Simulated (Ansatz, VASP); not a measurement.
Given: the input of a run of VASP 6.6.1 on Au.

The input INCAR:

```
SYSTEM = Au
PREC     = Accurate       ! precision mode
ENCUT    = 600            ! plane-wave cutoff, eV
EDIFF    = 1E-7           ! SCF threshold, eV
ISMEAR   = -1             ! smearing method
SIGMA    = 0.05           ! smearing width, eV
LREAL    = .False.        ! projectors in reciprocal space
LASPH    = .True.         ! aspherical terms in the spheres
NELM     = 60             ! most SCF steps
ALGO     = Normal         ! electronic algorithm
ISIF     = 3              ! what is computed and relaxed
LWAVE    = .False.        ! write WAVECAR
LCHARG   = .False.        ! write CHGCAR
IBRION   = 2              ! ionic algorithm
NSW      = 80             ! ionic steps
EDIFFG   = -0.02          ! ionic threshold
```

The input KPOINTS:

```
regular mesh
0
Gamma
  11 11 11
  0 0 0
```

Contents of POSCAR:

```
Au
1.0
    0.0000000000      2.0350000000      2.0350000000
    2.0350000000      0.0000000000      2.0350000000
    2.0350000000      2.0350000000      0.0000000000
Au
1
Direct
    0.0000000000      0.0000000000      0.0000000000
```

Potentials or basis: VASP PAW LDA potentials, release 64 (Au).

The run is started by

```bash
$ cat potpaw_LDA.64/Au/POTCAR > POTCAR
$ mpirun -np 1 vasp_std > vasp.out
```

Question: Translate it to Ansatz 0.2.0. Potentials there: all-electron LAPW, scalar-relativistic.

Answer: As run (the cutoff follows the program's own potentials):

Contents of input.yaml:

```yaml
crystal:
  lattice:
    - [0.0, 2.035, 2.035]
    - [2.035, 0.0, 2.035]
    - [2.035, 2.035, 0.0]
  atoms:
    - { symbol: Au, position: [0.0, 0.0, 0.0] }
kpoints:
  mp_grid: { grid: [11, 11, 11] }
scf:
  occupations: { method: fermi_dirac, width: 0.05 }
hamiltonian:
  xc: lda
  pseudopotentials: { kind: all_electron, lapw: { basis_error: 0.001 } }
output:
  forces: true
  stress: true
relax:
  f_tol: 0.02
  max_steps: 60
  cell: {}
```

Potentials or basis: all-electron LAPW, scalar-relativistic.

Command:

```console
$ ansatz run input.yaml --threads 1 --pin off --max-ram 3072MiB --backend cpu --events-out ev --progress --plain --runs-dir out
```

Both were run:

|  | VASP | Ansatz | Ansatz less VASP |
| --- | --- | --- | --- |
| relaxed volume (Å³/atom) | 16.63 | 16.58 | -0.052 |
| relaxed cell length with the largest relative difference (Å) | 2.865 | 2.862 | -0.0030 |

LDA's correlation is that of Perdew and Zunger in VASP and of Perdew and Wang (1992) in Ansatz. Ansatz ran all-electron here, and VASP with PAW potentials.

Neither program's run includes spin-orbit coupling.
